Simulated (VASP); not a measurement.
Runs of VASP 6.6.1 on K. The structure is that of space group Im-3m (No. 229), or close to it. The cells are those of the table. 

| level | potentials or basis | cell | gap on the mesh (eV) | pressure (GPa) |
| --- | --- | --- | --- | --- |
| PBEsol | VASP PAW PBE potentials, release 64 (K_sv) | a = 4.401 Å, angles 109.5°, 1 atom | none | 0.3 |
| PBEsol | VASP PAW PBE potentials, release 64 (K_sv) | a = 3.639 Å, angles 109.5°, 1 atom | none | 8.0 |
| PBEsol | VASP PAW PBE potentials, release 64 (K_sv) | a = 3.468 Å, angles 109.5°, 1 atom | none | (a) |
| LDA | VASP PAW LDA potentials, release 64 (K_sv) | a = 3.979 Å, angles 109.5°, 1 atom | none | 2.1 |
| PBEsol | VASP PAW PBE potentials, release 64 (K_sv) | a = 4.129 Å, angles 109.5°, 1 atom | none | (b) |
| PBEsol | VASP PAW PBE potentials, release 64 (K_sv) | a = 4.525 Å, angles 109.5°, 1 atom | none | 0.0 |
| PBEsol | VASP PAW PBE potentials, release 64 (K_sv) | a = 3.979 Å, angles 109.5°, 1 atom | none | 2.9 |

Alike in all rows: task single point; no spin polarisation; k mesh 12 × 12 × 12; cutoff (eV) 520; smearing fermi-dirac 0.05 eV.

Task: Estimate the missing entries.

Result: (a) 12.3; (b) 1.6.

Caveats: the PAW data sets were made with another functional, which shifts forces and pressure a little (at least some runs); the cell stands under pressure (at least some runs).

A gap of «none» marks levels without a gap at the run's occupations.
